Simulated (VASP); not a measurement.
Here is a VASP 6.6.1 calculation.

The input INCAR:

```
ALGO = Normal
EDIFF = 1E-6
ENCUT = 520
GGA = PE
ISIF = 2
ISMEAR = -1
LASPH = T
LCHARG = F
LREAL = Auto
LWAVE = F
NBANDS = 30
NELM = 80
PREC = Accurate
SIGMA = 0.02
```

Contents of KPOINTS:

```
k-points
0
Gamma
  1 1 1
```

The input POSCAR:

```
H
1.0
    7.3434200000      0.0000000000      0.0000000000
    0.0000000000      7.3434200000      0.0000000000
    0.0000000000      0.0000000000      7.3434200000
H
24
Direct
    0.3086164212      0.2734284570      0.5462168853
    0.2097524042      0.2588712071      0.5687676859
    0.5566479924      0.6997284644      0.8796446342
    0.4766988678      0.7054478703      0.9521993839
    0.9001391722      0.0963719902      0.2850034453
    0.9992346890      0.1239068445      0.3048851897
    0.5231486147      0.0925182000      0.8048021222
    0.4474890446      0.0323282612      0.8377704122
    0.9784541807      0.3305271931     -0.0110711358
    0.8959040883      0.3699093883      0.0363726983
    0.2917850266      0.7382663664      0.5422269188
    0.3693646829      0.7730321839      0.4825680677
    0.9052594023      0.4769984558      0.6618442088
    0.9715228055      0.4563813591      0.7404724229
    0.6270783913      0.4040487947      0.3827235811
    0.5815137906      0.4241484213      0.4686916995
    1.0860062478      0.7450479477      0.2115363141
    1.1387881941      0.6790568972      0.1442243532
    0.5450866218      0.9864477314      0.3182440879
    0.6083405280      1.0229021355      0.2544863293
    0.2763834834      0.5007884610      0.8850372170
    0.3004594589      0.4031227956      0.8716102307
    0.9680911619      0.9955851633      0.6389529674
    0.8948827658      0.9497345923      0.6930285889
```

Potentials or basis: VASP PAW PBE potentials, release 64 (H).

Launch:

```console
$ cat potpaw_PBE.64/H/POTCAR > POTCAR
$ mpirun -np 1 vasp_gam > vasp.out
```

**Question.** Predict the largest force.

**Answer.** 1.478 eV/Å.

**Question.** Predict the pressure.

**Answer.** 0.0 GPa.

Stress tensor (GPa, compression positive):
```
-0.40  0.30  0.08
 0.30  0.12 -0.31
 0.08 -0.31  0.14
```

Caveat: the k points lie up to 0.86 Å⁻¹ apart, too coarse for converged energies, forces and pressures.
